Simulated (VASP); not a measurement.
Ta:

```
Ta
1.0
     5.24763    0.00000    0.00000
     0.00000    5.24763    0.00000
     0.00000    0.00000    5.24763
Ta
8
Direct
  0.00000 0.00000 0.00000
  0.50000 0.50000 0.50000
  0.25000 0.00000 0.50000
  0.75000 0.00000 0.50000
  0.50000 0.25000 0.00000
  0.50000 0.75000 0.00000
  0.00000 0.50000 0.25000
  0.00000 0.50000 0.75000
```

```yaml
Program: VASP 6.6.1
Task: relaxation of cell and atoms
Functional: RPBE
Potentials_or_basis: VASP PAW PBE potentials, release 64 (Ta_pv)
Cutoff: 600 eV
k_mesh: 5 × 5 × 5
Occupations: fermi-dirac, width 0.1 eV
Spin: no spin polarisation
```

At the start: pressure 11.0 GPa; volume 18.06 Å³/atom.

Question: Where does the relaxation end?

Answer: Over 4 steps the energy falls by 31.9 meV/atom and the volume is 19.04 Å³/atom (+5.4 %); space group Pm-3n (No. 223, to 0.1 Å) before and after.

The path:
| step | energy change (eV) | largest force (eV/Å) | pressure (GPa) | volume (Å³) |
| --- | --- | --- | --- | --- |
| 1 | 0.0000 | 0.0000 | 10.99 | 144.51 |
| 2 | 0.9858 | 0.0000 | -18.21 | 172.01 |
| 3 | -0.2550 | 0.0000 | -0.42 | 152.61 |
| 4 | -0.2555 | 0.0000 | -0.02 | 152.29 |

Final structure:
```
Ta
1.0
     5.34023    0.00000    0.00000
     0.00000    5.34023    0.00000
     0.00000    0.00000    5.34023
Ta
8
Direct
  0.00000 0.00000 0.00000
  0.50000 0.50000 0.50000
  0.25000 0.00000 0.50000
  0.75000 0.00000 0.50000
  0.50000 0.25000 0.00000
  0.50000 0.75000 0.00000
  0.00000 0.50000 0.25000
  0.00000 0.50000 0.75000
```

Caveat: the PAW data sets were made with another functional, which shifts forces and pressure a little.
